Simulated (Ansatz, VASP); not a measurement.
**One calculation of C, two programs**

The input INCAR:

```
SYSTEM = C
  PREC = Accurate
  ENCUT = 520
  EDIFF = 1E-7
  ISMEAR = -1
  SIGMA = 0.05
  LREAL = .FALSE.
  LASPH = .TRUE.
  NELM = 60
  ALGO = Normal
  ISIF = 2
  LWAVE = .FALSE.
  LCHARG = .TRUE.
  GGA = PE
  LELF = .TRUE.
  LVHAR = .TRUE.
  NBANDS = 11
```

Contents of KPOINTS:

```
regular mesh
0
G
  13 13 13
  0 0 0
```

POSCAR

```
C
1.0
    0.0000000000      2.0103628793      2.0103628793
    2.0103628793      0.0000000000      2.0103628793
    2.0103628793      2.0103628793      0.0000000000
C
2
Direct
   -0.2825000000     -0.0725000000     -0.0725000000
    0.2825000000      0.0725000000      0.0725000000
```

Input for Ansatz:

```yaml
crystal:
  lattice:
    - [0.0, 2.0103628793, 2.0103628793]
    - [2.0103628793, 0.0, 2.0103628793]
    - [2.0103628793, 2.0103628793, 0.0]
  atoms:
    - { symbol: C, position: [-0.2825, -0.0725, -0.0725] }
    - { symbol: C, position: [0.2825, 0.0725, 0.0725] }
kpoints:
  mp_grid: { grid: [13, 13, 13] }
scf:
  occupations: { method: fermi_dirac, width: 0.05 }
hamiltonian:
  xc: pbe
  pseudopotentials: { kind: all_electron, lapw: { basis_error: 0.001 } }
output:
  forces: true
  stress: true
  eigenvalues: true
  populations: true
```

Change from the starting cell: shortest bond scaled by 0.58, LAPW.

Alike in both runs: task single point; functional PBE; k mesh 13 × 13 × 13; occupations fermi-dirac, width 0.05 eV; no spin polarisation.

```csv
,VASP,Ansatz
version,VASP 6.6.1,Ansatz 0.2.0
potentials or method,"VASP PAW PBE potentials, release 64 (C), cutoff 520 eV","all-electron LAPW, scalar-relativistic"
```

```csv
,VASP,Ansatz,Ansatz less VASP
pressure (GPa),118.8,116.0,-2.80
"traceless stress, the component that is largest in VASP (GPa)",-124.70,-121.75,+2.945
rms of the force components (eV/Å),25.739,25.232,-0.5066
```

Atom by atom the forces differ by 0.507 eV/Å (rms over components). Both programs put the cell under a high pressure, so it lies far from rest at this level. Ansatz ran all-electron here, and VASP with PAW potentials.

Noted on VASP's run: the cell as given lies far from equilibrium.
